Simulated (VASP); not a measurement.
# Fe (Im-3m) in VASP: settings compared

Fe is run at these levels: PBE+D4, PBE, PBEsol, PBE+D3(BJ); tasks: single point.

Everything below comes from runs of VASP 6.6.1. Logs are shortened: lines on timing, memory, paths and dates and some standing lists are left out, and cuts for length are marked.

**1. The cell of the first run**

Symmetry: Im-3m, No. 229, cubic system. Conventional cell: a = 2.805 Å, b = 2.805 Å, c = 2.805 Å, α = 90.00°, β = 90.00°, γ = 90.00°. Within 3.2 Å of Fe (site symmetry m-3m) lie 14 Fe at 2.43 to 2.81 Å.

**2. Single point, PBE+D4, collinear spin, ferromagnetic start**

Input file INCAR:

```
SYSTEM = Fe
PREC = Accurate
ENCUT = 520
EDIFF = 1E-6
ISMEAR = -1
SIGMA = 0.05
LREAL = .False.
LASPH = .True.
NELM = 150
ALGO = Normal
ISIF = 2
LWAVE = .False.
LCHARG = .False.
ISPIN = 2
MAGMOM = 3
LORBIT = 11
LMAXMIX = 4
GGA = PE
IVDW = 13
NBANDS = 14
```

Input file KPOINTS:

```
Automatic mesh
0
Gamma
  13 13 13
  0 0 0
```

Input file POSCAR:

```
Fe
1.0
   -1.4026494608      1.4026494608      1.4026494608
    1.4026494608     -1.4026494608      1.4026494608
    1.4026494608      1.4026494608     -1.4026494608
Fe
1
Direct
    0.0000000000      0.0000000000      0.0000000000
```

Potentials or basis: VASP PAW PBE potentials, release 64 (Fe).

Started as:

```sh
$ cat potpaw_PBE.64/Fe/POTCAR > POTCAR
$ mpirun -np 1 vasp_std > vasp.out
```

OUTCAR:

```text
SYSTEM = Fe
   PREC = Accurate
   ENCUT = 520
   EDIFF = 1E-6
   ISMEAR = -1
   LREAL = .False.
   LASPH = .True.
   NELM = 150
   ISIF = 2
   ISPIN = 2
   LORBIT = 11
   GGA = PE
   IVDW = 13

 ion  position               nearest neighbor table
   1  0.000  0.000  0.000-

  LATTYP: Found a body centered cubic cell.
 ALAT       =     2.8052989216

  Lattice vectors:

 A1 = (  -1.4026494608,   1.4026494608,   1.4026494608)
 A2 = (   1.4026494608,  -1.4026494608,   1.4026494608)
 A3 = (   1.4026494608,   1.4026494608,  -1.4026494608)

Analysis of symmetry for initial positions (statically):
=====================================================================
 Subroutine PRICEL returns:
 Original cell was already a primitive cell.

 Routine SETGRP: Setting up the symmetry group for a
 body centered cubic supercell.

 Subroutine GETGRP returns: Found 48 space group operations
 (whereof 48 operations were pure point group operations)
 out of a pool of 48 trial point group operations.

The static configuration has the point symmetry O_h .

Analysis of symmetry for dynamics (positions and initial velocities):
=====================================================================
 Subroutine PRICEL returns:
 Original cell was already a primitive cell.

 Routine SETGRP: Setting up the symmetry group for a
 body centered cubic supercell.

 Subroutine GETGRP returns: Found 48 space group operations
 (whereof 48 operations were pure point group operations)
 out of a pool of 48 trial point group operations.

The dynamic configuration has the point symmetry O_h .

Analysis of structural, dynamic, and magnetic symmetry:
=====================================================================
 Subroutine PRICEL returns:
 Original cell was already a primitive cell.

 Routine SETGRP: Setting up the symmetry group for a
 body centered cubic supercell.

 Subroutine GETGRP returns: Found 48 space group operations
 (whereof 48 operations were pure point group operations)
 out of a pool of 48 trial point group operations.

The overall configuration has the point symmetry O_h .

 Subroutine INISYM returns: Found 48 space group operations
 (whereof 48 operations are pure point group operations),
 and found     1 'primitive' translations

----------------------------------------------------------------------------------------

                                     Primitive cell

  volume of cell :      11.0384

  direct lattice vectors                    reciprocal lattice vectors
    -1.402649461  1.402649461  1.402649461     0.000000000  0.356468251  0.356468251
     1.402649461 -1.402649461  1.402649461     0.356468251  0.000000000  0.356468251
     1.402649461  1.402649461 -1.402649461     0.356468251  0.356468251  0.000000000

  length of vectors
     2.429460131  2.429460131  2.429460131     0.504122235  0.504122235  0.504122235

  position of ions in fractional coordinates (direct lattice)
     0.000000000  0.000000000  0.000000000

  ion indices of the primitive-cell ions
   primitive index   ion index
                 1           1

----------------------------------------------------------------------------------------

 KPOINTS: Automatic mesh

Automatic generation of k-mesh.
 Grid dimensions read from file:
 generate k-points for:   13   13   13

 Generating k-lattice:

  Cartesian coordinates                     Fractional coordinates (reciprocal lattice)
     0.000000000  0.027420635  0.027420635     0.076923077  0.000000000  0.000000000
     0.027420635  0.000000000  0.027420635     0.000000000  0.076923077  0.000000000
     0.027420635  0.027420635  0.000000000     0.000000000  0.000000000  0.076923077

  Length of vectors
     0.038778633  0.038778633  0.038778633

  Shift w.r.t. Gamma in fractional coordinates (k-lattice)
     0.000000000  0.000000000  0.000000000

 Subroutine IBZKPT returns following result:
 ===========================================

 Found     84 irreducible k-points:

 Following reciprocal coordinates:
            Coordinates               Weight
  0.000000  0.000000  0.000000      1.000000
  0.076923  0.000000  0.000000     12.000000
  0.153846  0.000000  0.000000     12.000000
  0.230769  0.000000  0.000000     12.000000
  0.307692  0.000000  0.000000     12.000000
  0.384615  0.000000  0.000000     12.000000
[... 16 lines left out ...]
  0.153846  0.076923  0.076923     24.000000
  0.230769  0.076923  0.076923     24.000000
 [... further k-points ...]
   k-points           NKPTS =     84   k-points in BZ     NKDIM =     84   number of bands    NBANDS=     14
   number of dos      NEDOS =    301   number of ions     NIONS =      1
   total plane-waves  NPLWV =   5832
   dimension x,y,z NGX =    18 NGY =   18 NGZ =   18
   dimension x,y,z NGXF=    36 NGYF=   36 NGZF=   36
   ions per type =               1
   NGX,Y,Z   is equivalent  to a cutoff of  12.32, 12.32, 12.32 a.u.
   NGXF,Y,Z  is equivalent  to a cutoff of  24.63, 24.63, 24.63 a.u.
 SYSTEM =  Fe
   PREC   = accura    normal or accurate (medium, high low for compatibility)
   ISTART =      0    job   : 0-new  1-cont  2-samecut
   ICHARG =      2    charge: 1-file 2-atom 10-const
   ISPIN  =      2    spin polarized calculation?
   LNONCOLLINEAR =      F non collinear calculations
   LSORBIT =      F    spin-orbit coupling
   LASPH  =      T    aspherical Exc in radial PAW
   ENCUT  =  520.0 eV  38.22 Ry    6.18 a.u.   4.52  4.52  4.52*2*pi/ulx,y,z
   NELM   =    150;   NELMIN=  2; NELMDL= -5     # of ELM steps
   EDIFF  = 0.1E-05   stopping-criterion for ELM
   LREAL  =      F    real-space projection
   EDIFFG = 0.1E-04   stopping-criterion for IOM
   NSW    =      0    number of steps for IOM
   IBRION =     -1    ionic relax: 0-MD 1-quasi-New 2-CG
   NFREE  =      0    steps in history (QN), initial steepest desc. (CG)
   ISIF   =      2    stress and relaxation
   ISYM   =      2    0-nonsym 1-usesym 2-fastsym
   POTIM  = 0.5000    time-step for ionic-motion
   TEBEG  =    0.0;   TEEND  =   0.0 temperature during run
   PSTRESS=    0.0 pullay stress
   NELECT =       8.0000    total number of electrons
   NUPDOWN=      -1.0000    fix difference up-down
   EMIN   =  10.00;   EMAX   =-10.00  energy-range for DOS
   EFERMI =   0.00;   METHOD = LEGACY
   ISMEAR =    -1;   SIGMA  =   0.05  broadening in eV -4-tet -1-fermi 0-gaus
   EFERMI_NEDOS =   21; number of points for ismear=-14 and -15
   IALGO  =     38    algorithm
   IMIX   =      4    mixing-type and parameters
     AMIX     =   0.40;   BMIX     =  1.00
     AMIX_MAG =   1.60;   BMIX_MAG =  1.00
  volume/ion in A,a.u.               =      11.04        74.49
  Fermi-wavevector in a.u.,A,eV,Ry     =   1.470513  2.778868 29.421373  2.162410
  Thomas-Fermi vector in A             =   2.585761
   LORBIT       =     11    0 simple, 1 ext, 2 COOP (PROOUT), +10 PAW based schemes
   GGA     = PE    functional components
   LHFCALC =     F    Hartree Fock is set to
   AEXX    =    0.0000 exact exchange contribution
   IVDW    =    13    specifies the selected vdW correction
   LEPSILON=     F    determine dielectric tensor
   LRPA    =     F    only Hartree local field effects (RPA)
 spin polarized calculation
  energy-cutoff  :      520.00
  volume of cell :       11.04
 maximum number of plane-waves:       321
 NGX is ok and might be reduce to    18

 number of electron       8.0000007 magnetization       2.0958509

 Free energy of the ion-electron system (eV)
  ---------------------------------------------------
  ext. energy  EPLUGINS =         0.00000000
  ---------------------------------------------------
  free energy    TOTEN  =        -8.24075869 eV

  energy without entropy =       -8.23226149  energy(sigma->0) =       -8.23651009

 E-fermi :   6.1563     XC(G=0): -13.2827

 val. band max:        6.1545420754   @ k =  -0.3846   0.4615   0.2308
 cond. band min:       6.1654259000   @ k =   0.1538   0.0000   0.0000
 fundamental gap:      0.0108838246
 Fermi energy:         6.1563033682

 spin component 1

 k-point     1 :       0.0000    0.0000    0.0000
  band No.  band energies     occupation
      1      -2.4752      1.00000
      2       3.7948      1.00000
      3       3.7948      1.00000
      4       3.7948      1.00000
      5       5.0412      1.00000
      6       5.0412      1.00000
      7      31.4301      0.00000
      8      31.4301      0.00000
      9      31.4301      0.00000
     10      36.6982      0.00000
     11      36.6982      0.00000
     12      39.1873      0.00000
     13      39.1874      0.00000
     14      39.1874      0.00000
[... 375 lines left out ...]
 k-point    24 :       0.2308    0.0769    0.0769
  band No.  band energies     occupation
      1       0.9834      1.00000
      2       2.9244      1.00000
      3       3.3419      1.00000
      4       5.0036      1.00000
      5       5.1564      1.00000
      6       6.3403      0.02461
      7      19.8603      0.00000
      8      23.9021      0.00000
      9      26.0213      0.00000
     10      33.2954      0.00000
     11      37.6334      0.00000
     12      39.7870      0.00000
     13      41.7458      0.00000
     14      45.2596      0.00000

 [... further k-points ...]

 spin component 2

 k-point     1 :       0.0000    0.0000    0.0000
  band No.  band energies     occupation
      1      -2.3123      1.00000
      2       5.5923      0.99999
      3       5.5925      0.99999
      4       5.5925      0.99999
      5       7.7394      0.00000
      6       7.7396      0.00000
      7      31.1902      0.00000
      8      31.1902      0.00000
      9      31.1902      0.00000
     10      36.9153      0.00000
     11      36.9153      0.00000
     12      39.8026      0.00000
     13      39.8027      0.00000
     14      39.8027      0.00000
[... 375 lines left out ...]
 k-point    24 :       0.2308    0.0769    0.0769
  band No.  band energies     occupation
      1       1.4344      1.00000
      2       4.5551      1.00000
      3       4.8294      1.00000
      4       7.5325      0.00000
      5       7.8693      0.00000
      6       8.1868      0.00000
      7      20.5825      0.00000
      8      24.2758      0.00000
      9      26.6940      0.00000
     10      33.3148      0.00000
     11      38.1799      0.00000
     12      40.0249      0.00000
     13      42.0472      0.00000
     14      45.7585      0.00000

 [... further k-points ...]

------------------------ aborting loop because EDIFF is reached ----------------------------------------

  DFT-D4 for vdW energy calculation

  Edisp (eV):   -0.36280

  FORCE on cell =-STRESS in cart. coord.  units (eV):
  Direction    XX          YY          ZZ          XY          YZ          ZX
  --------------------------------------------------------------------------------------
  -------------------------------------------------------------------------------------
  Total      -0.01015    -0.01015    -0.01015     0.00000     0.00000    -0.00000
  in kB      -1.47325    -1.47325    -1.47325     0.00000     0.00000    -0.00000
  external pressure =       -1.47 kB  Pullay stress =        0.00 kB

 VOLUME and BASIS-vectors are now :
 -----------------------------------------------------------------------------
  energy-cutoff  :      520.00
  volume of cell :       11.04
      direct lattice vectors                 reciprocal lattice vectors
    -1.402649461  1.402649461  1.402649461     0.000000000  0.356468251  0.356468251
     1.402649461 -1.402649461  1.402649461     0.356468251  0.000000000  0.356468251
     1.402649461  1.402649461 -1.402649461     0.356468251  0.356468251  0.000000000

 POSITION                                       TOTAL-FORCE (eV/Angst)
 -----------------------------------------------------------------------------------
      0.00000      0.00000      0.00000         0.000000      0.000000     -0.000000
 -----------------------------------------------------------------------------------
    total drift:                                0.000000      0.000000      0.000000

  FREE ENERGIE OF THE ION-ELECTRON SYSTEM (eV)
  ---------------------------------------------------
  free  energy   TOTEN  =        -8.6035551560 eV

  energy  without entropy=       -8.5950579634  energy(sigma->0) =       -8.59930656

 total charge

# of ion       s       p       d       tot
------------------------------------------
    1        0.500   0.567   6.263   7.330

 magnetization (x)

# of ion       s       p       d       tot
------------------------------------------
    1       -0.013  -0.057   2.160   2.090
```

Wall time 30 s (1 thread of Intel Xeon Platinum 8259CL at 2.50GHz (Skylake/Cascade Lake), shared host); peak memory 0.13 GiB.

Results:

| Quantity | Value |
| --- | --- |
| Free energy | -8.6036 eV |
| Pressure | -0.1 GPa |
| Net moment | 2.10 μB per cell |
| Site moments | Fe +2.09 μB |
| Valence electrons inside the program's atomic spheres | Fe 7.33 |
| Dispersion energy per atom | -0.363 eV |

Caveat: pairwise dispersion overbinds metals, which lowers pressure and volume.

**3. Single point, PBE, collinear spin, ferromagnetic start**

This run uses another cell than the first one, of 11.30 Å³/atom, 1.023 times its volume.

Input file INCAR:

```
SYSTEM = Fe
  ALGO = Normal
  EDIFF = 1E-7
  ENCUT = 520
  GGA = PE
  ISIF = 2
  ISMEAR = -1
  ISPIN = 2
  LASPH = .TRUE.
  LCHARG = .FALSE.
  LMAXMIX = 4
  LORBIT = 11
  LREAL = .FALSE.
  LWAVE = .FALSE.
  MAGMOM = 3
  NBANDS = 14
  NELM = 150
  PREC = Accurate
  SIGMA = 0.05
```

Input file KPOINTS:

```
k-points
0
G
  13 13 13
  0 0 0
```

Input file POSCAR:

```
Fe
1.0
   -1.4134619656      1.4134619656      1.4134619656
    1.4134619656     -1.4134619656      1.4134619656
    1.4134619656      1.4134619656     -1.4134619656
Fe
1
Direct
    0.0000000000      0.0000000000      0.0000000000
```

Potentials or basis: VASP PAW PBE potentials, release 64 (Fe).

Started as:

```sh
$ cat potpaw_PBE.64/Fe/POTCAR > POTCAR
$ mpirun -np 1 vasp_std > vasp.out
```

Wall time 27 s (1 thread of Intel Xeon Platinum 8259CL at 2.50GHz (Skylake/Cascade Lake), shared host); peak memory 0.14 GiB.

It converged, with:

| Item | Value |
| --- | --- |
| Free energy | -8.2446 eV |
| Pressure | 0.0 GPa |
| Net moment | 2.13 μB per cell |
| Site moments | Fe +2.13 μB |
| Valence electrons inside the program's atomic spheres | Fe 7.28 |

Levels at points of the mesh, in eV from the Fermi level:
Spin up:
| k point | band 3 | band 4 | band 5 | band 6 | band 7 | band 8 |
| --- | --- | --- | --- | --- | --- | --- |
| (0.00, 0.00, 0.00) | -2.30 | -2.30 | -1.10 | -1.10 | 25.08 | 25.08 |
Spin down:
```csv
k point,band 1,band 2,band 3,band 4,band 5,band 6
"(0.00, 0.00, 0.00)",-8.31,-0.46,-0.46,-0.46,1.63,1.63
```

**4. Single point, PBEsol, collinear spin, ferromagnetic start**

Input file INCAR:

```
PREC = Accurate
ENCUT = 520
EDIFF = 1E-7
ISMEAR = -1
SIGMA = 0.05
LREAL = F
LASPH = T
NELM = 150
ALGO = Normal
ISIF = 2
LWAVE = F
LCHARG = F
ISPIN = 2
MAGMOM = 3
LORBIT = 11
LMAXMIX = 4
GGA = PS
NBANDS = 14
```

Input file KPOINTS:

```
Automatic mesh
0
Gamma
  13 13 13
```

Input file POSCAR:

```
Fe
1.0
   -1.4135427549      1.4135427549      1.4135427549
    1.4135427549     -1.4135427549      1.4135427549
    1.4135427549      1.4135427549     -1.4135427549
Fe
1
Direct
    0.0000000000      0.0000000000      0.0000000000
```

Started as:

```sh
$ cat potpaw_PBE.64/Fe/POTCAR > POTCAR
$ mpirun -np 1 vasp_std > vasp.out
```

Run time: 37 s. Hardware: 1 thread of Intel Xeon Platinum 8259CL at 2.50GHz (Skylake/Cascade Lake), shared host; peak memory 0.14 GiB.

Results (log left out):

* Free energy: -8.9068 eV
* Pressure: -9.3 GPa
* Net moment: 2.13 μB per cell
* Site moments: Fe +2.12 μB
* Valence electrons inside the program's atomic spheres: Fe 7.28

Levels at points of the mesh, in eV from the Fermi level:
Spin up:
| k point | band 1 | band 2 | band 3 | band 4 | band 5 | band 6 | band 7 | band 8 | band 9 | band 10 |
| --- | --- | --- | --- | --- | --- | --- | --- | --- | --- | --- |
| (0.00, 0.00, 0.00) | -8.55 | -2.32 | -2.32 | -2.32 | -1.06 | -1.06 | 24.98 | 24.98 | 24.98 | 30.12 |
Spin down:
| k point | band 1 | band 2 | band 3 | band 4 | band 5 | band 6 | band 7 | band 8 |
| --- | --- | --- | --- | --- | --- | --- | --- | --- |
| (0.00, 0.00, 0.00) | -8.31 | -0.45 | -0.45 | -0.45 | 1.55 | 1.55 | 24.88 | 24.88 |

Caveat: the PAW data sets were made with another functional, which shifts forces and pressure a little.

(Part 1 of 2 ends here.)
